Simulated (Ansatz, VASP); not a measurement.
# One calculation of Rb2Nb, two programs

The input INCAR:

```
SYSTEM = Rb2Nb
PREC     = Accurate       ! precision mode
ENCUT    = 520            ! plane-wave cutoff, eV
EDIFF    = 1E-6           ! SCF threshold, eV
ISMEAR   = 0              ! smearing method
SIGMA    = 0.1            ! smearing width, eV
LREAL    = .False.        ! projectors in reciprocal space
LASPH    = .True.         ! aspherical terms in the spheres
NELM     = 80             ! most SCF steps
ALGO     = Normal         ! electronic algorithm
ISIF     = 2              ! what is computed and relaxed
LWAVE    = .False.        ! write WAVECAR
LCHARG   = .False.        ! write CHGCAR
GGA      = PE             ! functional
NBANDS   = 22             ! bands
```

The input KPOINTS:

```
Automatic mesh
0
Gamma
  6 6 4
  0 0 0
```

POSCAR

```
Rb2Nb
1.0
    4.6138122284      0.0000000000      0.0000000000
   -2.3069061142      3.9956785981      0.0000000000
    0.0000000000      0.0000000000      4.9816909443
Rb Nb
2 1
Direct
    0.3333333333      0.6666666667      0.5000000000
    0.6666666667      0.3333333333      0.5000000000
    0.0000000000      0.0000000000      0.0000000000
```

Input for Ansatz:

```yaml
crystal:
  lattice:
    - [4.6138122284, 0.0, 0.0]
    - [-2.3069061142, 3.9956785981, 0.0]
    - [0.0, 0.0, 4.9816909443]
  atoms:
    - { symbol: Rb, position: [0.3333333333, 0.6666666667, 0.5] }
    - { symbol: Rb, position: [0.6666666667, 0.3333333333, 0.5] }
    - { symbol: Nb, position: [0.0, 0.0, 0.0] }
basis:
  ecutwfc: 420
kpoints:
  mp_grid: { grid: [6, 6, 4] }
hamiltonian:
  xc: pbe
scf:
  occupations: { method: gaussian, width: 0.1 }
  lower_state_search: "off"
output:
  forces: true
  stress: true
  eigenvalues: true
```

Alike in both runs: task single point; functional PBE; k mesh 6 × 6 × 4; occupations gaussian, width 0.1 eV; no spin polarisation.

|  | VASP | Ansatz |
| --- | --- | --- |
| version | VASP 6.6.1 | Ansatz 0.2.0 |
| potentials or method | VASP PAW PBE potentials, release 64 (Rb_sv, Nb_sv), cutoff 520 eV | scalar-relativistic, plane waves, PAW |
| valence electrons in the cell | 31 | 31 |

Ansatz gave:

| Property | Result |
| --- | --- |
| gap on the k mesh at the Fermi level (eV) | none |
| pressure (GPa) | 11.5 |
| traceless stress, the component that is largest in VASP (GPa) | -10.51 |

**Question.** Which values does VASP return?

**Answer.** gap on the k mesh at the Fermi level (eV): none; pressure (GPa): 11.9; traceless stress, the component that is largest in VASP (GPa): -10.82.

A gap of «none» marks a metal or a gap that the smearing closes.
